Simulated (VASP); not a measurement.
## RbCd: density of states with LDA

RbCd:

```xyz
2
Lattice="4.5518 0.0000 0.0000 0.0000 4.5518 0.0000 0.0000 0.0000 4.5518" Properties=species:S:1:pos:R:3 pbc="T T T"
Rb    2.2759    2.2759    2.2759
Cd    0.0000    0.0000    0.0000
```

```yaml
Program: VASP 6.6.1
Task: density of states
Functional: LDA
Potentials_or_basis: VASP PAW LDA potentials, release 64 (Rb_sv, Cd)
Cutoff: 400 eV
k_mesh: 12 × 12 × 12
Occupations: gaussian, width 0.1 eV
Spin: no spin polarisation
Dipole_correction: no
k_mesh_for_the_DOS: 18 × 18 × 18
Occupations_for_the_DOS: tetrahedron
Further_INCAR_settings: ALGO = Normal; EDIFF = 1e-06; NBANDS = 18
```

```json
{
  "Valence electrons inside the program's atomic spheres": "Rb 7.29; Cd 10.28"
}
```

Levels at points of the mesh, in eV from the Fermi level:
```tsv
k point	band 8	band 9	band 10	band 11	band 12	band 13
(0.00, 0.00, 0.00)	-8.82	-8.82	-4.69	2.53	2.53	3.06
(0.50, 0.00, 0.00)	-8.82	-8.81	-3.43	-1.33	2.63	2.63
(0.50, 0.50, 0.00)	-8.84	-8.78	-3.04	0.30	0.30	1.83
(0.50, 0.50, 0.50)	-8.78	-8.78	-2.01	0.08	0.08	0.08
```

Run time: 2.8 min on 1 thread of Intel Xeon 6975P-C (shared host), peak memory 0.35 GiB.
